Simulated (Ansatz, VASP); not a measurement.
## AlGa7As8: VASP beside Ansatz

```
Al Ga As
1.0
    -5.66097    5.66097    0.00000
    -5.66097    0.00000    5.66097
     0.00000    5.66097    5.66097
Al Ga As
1 7 8
Direct
  0.00000 0.00000 0.00000
  0.50018 0.99982 0.99982
  0.99982 0.50018 0.99982
  0.99982 0.99982 0.50018
  0.50018 0.50018 0.99982
  0.50018 0.99982 0.50018
  0.99982 0.50018 0.50018
  0.50000 0.50000 0.50000
  0.87501 0.87501 0.37497
  0.37499 0.87504 0.37499
  0.87504 0.37499 0.37499
  0.87501 0.87501 0.87501
  0.37499 0.37499 0.37499
  0.37497 0.87501 0.87501
  0.87501 0.37497 0.87501
  0.37499 0.37499 0.87504
```

Alike in both runs: functional PBEsol; k mesh 6 × 6 × 6; occupations gaussian, width 0.02 eV; no spin polarisation.

Ansatz relaxed the structure, and its values are those at the end. VASP's run is a single point on that final structure, the one shown.

|  | VASP | Ansatz |
| --- | --- | --- |
| version | VASP 6.6.1 | Ansatz 0.2.0 |
| potentials or method | VASP PAW PBE potentials, release 64 (Al, Ga_d, As), cutoff 520 eV | scalar-relativistic, plane waves, PAW |
| valence electrons in the cell | 134 | 214 |

Ansatz gave:

| Item | Value |
| --- | --- |
| gap on the k mesh at the Fermi level (eV) | 0.55 |
| least direct gap on the mesh (eV) | 0.55 |
| pressure (GPa) | 0.0 |
| rms of the force components (eV/Å) | 0.001 |

Which values does VASP return?

gap on the k mesh at the Fermi level (eV): 0.56; least direct gap on the mesh (eV): 0.56; pressure (GPa): 0.2; rms of the force components (eV/Å): 0.003.

VASP's potentials were made for PBE, not for PBEsol. The functional is the same, so the differences come from potentials, cutoffs and numerics. VASP's potentials hold 134 valence electrons a cell and Ansatz's 214, so a difference there can come from the potentials and not from the codes.
